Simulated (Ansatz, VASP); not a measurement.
Cs3B4 in VASP and in Ansatz

```
CELL_PARAMETERS angstrom
5.97853 0.00000 0.00000
0.00000 5.97853 0.00000
0.00000 0.00000 5.97853
ATOMIC_POSITIONS crystal
Cs 0.00000 0.00000 0.50000
Cs 0.50000 0.00000 0.00000
Cs 0.00000 0.50000 0.00000
B 0.60248 0.60248 0.60248
B 0.39752 0.39752 0.60248
B 0.39752 0.60248 0.39752
B 0.60248 0.39752 0.39752
```

Change from the starting cell: species swapped into the Ge3As4 type (P-43m, No. 215).

Alike in both runs: functional PBE; k mesh 4 × 4 × 4; occupations gaussian, width 0.1 eV; no spin polarisation.

Ansatz relaxed the structure, and its values are those at the end. VASP's run is a single point on that final structure, the one shown.

|  | VASP | Ansatz |
| --- | --- | --- |
| version | VASP 6.6.1 | Ansatz 0.2.0 |
| potentials or method | VASP PAW PBE potentials, release 64 (Cs_sv, B), cutoff 520 eV | scalar-relativistic, plane waves, PAW |
| valence electrons in the cell | 39 | 39 |

```csv
,VASP,Ansatz,Ansatz less VASP
gap on the k mesh at the Fermi level (eV),none,none,-
pressure (GPa),0.1,0.1,-0.06
rms of the force components (eV/Å),0.008,0.003,-0.0048
```

A gap of «none» marks a metal or a gap that the smearing closes. The functional is the same, so the differences come from potentials, cutoffs and numerics.

Spin-orbit coupling is off throughout.
